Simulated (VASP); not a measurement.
Runs of VASP 6.6.1 on Fe. The structure is that of space group Fm-3m (No. 225), or close to it. The cells are those of the table. 

```csv
task,cell,k mesh,cutoff (eV),gap on the mesh (eV),pressure (GPa)
single point,"a = 2.458 Å, angles 60.0°, 1 atom",17 × 17 × 17,520,none,-0.4
single point,"a = 2.458 Å, angles 60.0°, 1 atom",25 × 25 × 25,520,none,-0.5
relaxation of cell and atoms,"relaxed from a = 2.554 Å, angles 60.0°, 1 atom",15 × 15 × 15,600,none,0.0
single point,"a = 2.552 Å, angles 60.0°, 1 atom",17 × 17 × 17,520,none,-22.9
single point,"a = 2.522 Å, angles 60.0°, 1 atom",17 × 17 × 17,520,none,(a)
```

Alike in all rows: level RPBE; potentials or basis VASP PAW PBE potentials, release 64 (Fe); no spin polarisation; smearing fermi-dirac 0.1 eV.

Task: Fill in the values left out.

Result: (a) -17.0.

Caveats: the PAW data sets were made with another functional, which shifts forces and pressure a little; the run has no spin polarisation, though such a crystal can be magnetic.

A gap of «none» marks levels without a gap at the run's occupations.
